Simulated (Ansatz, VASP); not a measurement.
# Two plane-wave programs on Pt

```xyz
1
Lattice="-1.5587 1.5587 1.6366 1.5587 -1.5587 1.6366 1.5587 1.5587 -1.6366" Properties=species:S:1:pos:R:3 pbc="T T T"
Pt    0.0000    0.0000    0.0000
```

Alike in both runs: task single point; functional PBEsol; k mesh 24 × 24 × 24; occupations gaussian, width 0.15 eV; no spin polarisation.

```csv
,VASP,Ansatz
version,VASP 6.6.1,Ansatz 0.2.0
potentials or method,"VASP PAW PBE potentials, release 64 (Pt), cutoff 520 eV","scalar-relativistic, plane waves, PAW"
valence electrons in the cell,10,18
```

Ansatz gave:

| Item | Value |
| --- | --- |
| gap on the k mesh at the Fermi level (eV) | none |
| pressure (GPa) | -11.1 |
| traceless stress, the component that is largest in VASP (GPa) | 2.61 |

Q: Estimate VASP's values.

A: gap on the k mesh at the Fermi level (eV): none; pressure (GPa): -11.4; traceless stress, the component that is largest in VASP (GPa): 2.61.

VASP's potentials were made for PBE, not for PBEsol. A gap of «none» marks a metal or a gap that the smearing closes. The functional is the same, so the differences come from potentials, cutoffs and numerics. VASP's potentials hold 10 valence electrons a cell and Ansatz's 18, so a difference there can come from the potentials and not from the codes.

Spin-orbit coupling is off throughout.
